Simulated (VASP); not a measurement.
A run of VASP 6.6.1 is set up as follows.

File INCAR:

```
PREC = Accurate ; ENCUT = 600
EDIFF = 1E-6 ; ISMEAR = 0
SIGMA = 0.1 ; LREAL = False
LASPH = True ; NELM = 100
ALGO = Normal ; ISIF = 3
LWAVE = False ; LCHARG = False
GGA = PE ; IBRION = 2
NSW = 90 ; EDIFFG = -0.04
```

KPOINTS

```
regular mesh
0
Gamma
  6 6 4
```

The input POSCAR:

```
Hf2SnS3
1.0
    4.9246043700      0.0000000000      0.0000000000
   -2.4623021900      4.2648324900      0.0000000000
    0.0000000000      0.0000000000      7.2069184100
Hf Sn S
2 1 3
Direct
    0.3333333300      0.6666666700      0.5000000000
    0.6666666700      0.3333333300      0.5000000000
    0.0000000000      0.0000000000      0.5000000000
    0.3333333300      0.6666666700      0.0000000000
    0.6666666700      0.3333333300      0.0000000000
    0.0000000000      0.0000000000      0.0000000000
```

Potentials or basis: VASP PAW PBE potentials, release 64 (Hf_pv, Sn_d, S).

Run with:

```sh
$ cat potpaw_PBE.64/Hf_pv/POTCAR potpaw_PBE.64/Sn_d/POTCAR potpaw_PBE.64/S/POTCAR > POTCAR
$ mpirun -np 1 vasp_std > vasp.out
```

Question: What does it give for the relaxed volume?

Answer: 23.35 Å³/atom.

Question: Predict the band gap on the k mesh.

Answer: Zero (bands 26 and 27 overlap by 0.54 eV).

Question: Predict the space group after relaxing (to 0.1 Å).

Answer: P6/mmm (No. 191).

Final structure:
```xyz
6
Lattice="5.7480 0.0000 0.0000 -2.8740 4.9779 0.0000 0.0000 0.0000 4.8968" Properties=species:S:1:pos:R:3 pbc="T T T"
Hf    0.0000    3.3186    2.4484
Hf    2.8740    1.6593    2.4484
Sn    0.0000    0.0000    2.4484
S     0.0000    3.3186    0.0000
S     2.8740    1.6593    0.0000
S     0.0000    0.0000    0.0000
```

Caveat: a cell axis changed by over 15 % at a fixed basis, so the end point is rough; spin-orbit coupling is left out, which moves the levels of the heavy elements.
